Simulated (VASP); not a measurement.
A run of VASP 6.6.1 is set up as follows.

INCAR

```
SYSTEM = B
  PREC = Accurate
  ENCUT = 520
  EDIFF = 1E-7
  ISMEAR = 0
  SIGMA = 0.1
  LREAL = .False.
  LASPH = .True.
  NELM = 80
  ALGO = Normal
  ISIF = 2
  LWAVE = .False.
  LCHARG = .False.
  GGA = PE
  NBANDS = 12
```

File KPOINTS:

```
Automatic mesh
0
Gamma
  8 8 8
  0 0 0
```

Contents of POSCAR:

```
B
1.0
   -1.3566161600      1.3566161600      3.3571812200
    1.3566161600     -1.3566161600      3.3571812200
    1.3566161600      1.3566161600     -3.3571812200
B
3
Direct
    0.3798992300      0.3798992300      0.0000000000
    0.7500000000      0.2500000000      0.5000000000
    0.6201007700      0.6201007700      0.0000000000
```

Potentials or basis: VASP PAW PBE potentials, release 64 (B).

Command:

```console
$ cat potpaw_PBE.64/B/POTCAR > POTCAR
$ mpirun -np 1 vasp_std > vasp.out
```

(1) Estimate the pressure.

(2) What does it give for the largest force?

Answers

(1) 31.7 GPa.

(2) 0.063 eV/Å.

Caveat: the k points lie up to 0.41 Å⁻¹ apart.
